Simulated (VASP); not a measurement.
Here is a VASP 6.6.1 calculation.

The input INCAR:

```
SYSTEM = Al
  PREC = Accurate
  ENCUT = 520
  EDIFF = 1E-7
  ISMEAR = -1
  SIGMA = 0.1
  LREAL = .FALSE.
  LASPH = .TRUE.
  NELM = 80
  ALGO = Normal
  ISIF = 2
  LWAVE = .FALSE.
  LCHARG = .FALSE.
  GGA = PS
  NBANDS = 8
```

The input KPOINTS:

```
regular mesh
0
G
  15 15 15
  0 0 0
```

Contents of POSCAR:

```
Al
1.0
   -1.5116577555      1.5116577555      1.5912186900
    1.5116577555     -1.5116577555      1.5912186900
    1.5116577555      1.5116577555     -1.5912186900
Al
1
Direct
    0.0000000000      0.0000000000      0.0000000000
```

Potentials or basis: VASP PAW PBE potentials, release 64 (Al).

Launch:

```console
$ cat potpaw_PBE.64/Al/POTCAR > POTCAR
$ mpirun -np 1 vasp_std > vasp.out
```

Estimate the pressure.

12.8 GPa.

Stress tensor (GPa, compression positive):
```
12.16  0.00  0.00
 0.00 12.16  0.00
 0.00  0.00 14.18
```

Caveat: the PAW data sets were made with another functional, which shifts forces and pressure a little.
